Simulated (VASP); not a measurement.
Wanted: the native input for a VASP 6.6.1 run.

- Task: relaxation of cell and atoms
- Functional: BLYP
- Potentials or basis: VASP PAW PBE potentials, release 64 (Ca_sv, H)
- Cutoff: 600 eV
- k mesh: 5 × 5 × 5
- Occupations: fermi-dirac, width 0.05 eV
- Spin: no spin polarisation
- Dipole correction: no
- Further INCAR settings: ALGO = Normal; EDIFF = 1e-06; IBRION = 2; EDIFFG = -0.01; NSW = 60; ISIF = 3

The structure of CaH4 lies in POSCAR:

```
CaH4
1.0
    4.1679800000      0.0000000000      0.0000000000
    0.0000000000      4.1679800000      0.0000000000
    0.0000000000      0.0000000000      4.1679800000
Ca H
1 4
Direct
    0.0000000000      0.0000000000      0.0000000000
    0.5000000000      0.0000000000      0.0000000000
    0.0000000000      0.5000000000      0.0000000000
    0.0000000000      0.0000000000      0.5000000000
    0.5000000000      0.5000000000      0.5000000000
```

The input as run:

INCAR

```
SYSTEM = CaH4
AGGAC = 1.0 ; AGGAX = 1.0
ALDAC = 0.0 ; ALDAX = 1.0
ALGO = Normal ; EDIFF = 1E-6
EDIFFG = -0.01 ; ENCUT = 600
GGA = B5 ; IBRION = 2
ISIF = 3 ; ISMEAR = -1
LASPH = .TRUE. ; LCHARG = .FALSE.
LREAL = .FALSE. ; LWAVE = .FALSE.
NELM = 100 ; NSW = 60
PREC = Accurate ; SIGMA = 0.05
```

KPOINTS

```
k-points
0
G
  5 5 5
  0 0 0
```

Potentials or basis: VASP PAW PBE potentials, release 64 (Ca_sv, H).

Command:

```console
$ cat potpaw_PBE.64/Ca_sv/POTCAR potpaw_PBE.64/H/POTCAR > POTCAR
$ mpirun -np 1 vasp_std > vasp.out
```

Results of the run:

```json
{
 "Relaxed volume": "15.37 Å³/atom",
 "Relaxed cell": "a = 4.252 Å, b = 4.252 Å, c = 4.252 Å, α = 90.00°, β = 90.00°, γ = 90.00°",
 "Space group after relaxing (to 0.1 Å)": "Pm-3m (No. 221)",
 "Energy gained by relaxing": "3.0 meV/atom",
 "Ionic steps": "3",
 "Pressure after relaxing": "-0.1 GPa",
 "Band gap on the k mesh": "zero (filled and empty bands touch)"
}
```

Caveat: the PAW data sets were made with another functional, which shifts forces and pressure a little.

Wall time 2.4 min on 1 thread of AMD EPYC 7R13 (shared host), peak memory 0.18 GiB.
